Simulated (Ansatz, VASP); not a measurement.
# One calculation of AlGa3N4, two programs

```xyz
8
Lattice="4.4717 0.0000 0.0000 0.0000 4.4717 0.0000 0.0000 0.0000 4.4717" Properties=species:S:1:pos:R:3 pbc="T T T"
Al    0.0000    0.0000    0.0000
Ga    2.2358    2.2358    0.0875
Ga    2.2358    0.0000    2.2358
Ga    0.0000    2.2358    2.2358
N     3.3793    3.3793    1.0924
N     3.3793    1.0924    3.3793
N     1.0924    3.3793    3.3793
N     1.0924    1.0924    1.0924
```

Alike in both runs: task single point; functional PBEsol; k mesh 6 × 6 × 6; occupations gaussian, width 0.05 eV; no spin polarisation.

|  | VASP | Ansatz |
| --- | --- | --- |
| version | VASP 6.6.1 | Ansatz 0.2.0 |
| potentials or method | VASP PAW PBE potentials, release 64 (Al, Ga_d, N), cutoff 520 eV | scalar-relativistic, plane waves, PAW |
| valence electrons in the cell | 62 | 62 |

```tsv
	VASP	Ansatz	Ansatz less VASP
gap on the k mesh at the Fermi level (eV)	2.23	2.22	-0.019
least direct gap on the mesh (eV)	2.23	2.22	-0.019
pressure (GPa)	-0.5	-0.3	+0.17
traceless stress, the component that is largest in VASP (GPa)	1.19	1.23	+0.033
rms of the force components (eV/Å)	0.361	0.362	+0.0018
```

VASP's potentials were made for PBE, not for PBEsol. Atom by atom the forces differ by 0.005 eV/Å (rms over components).
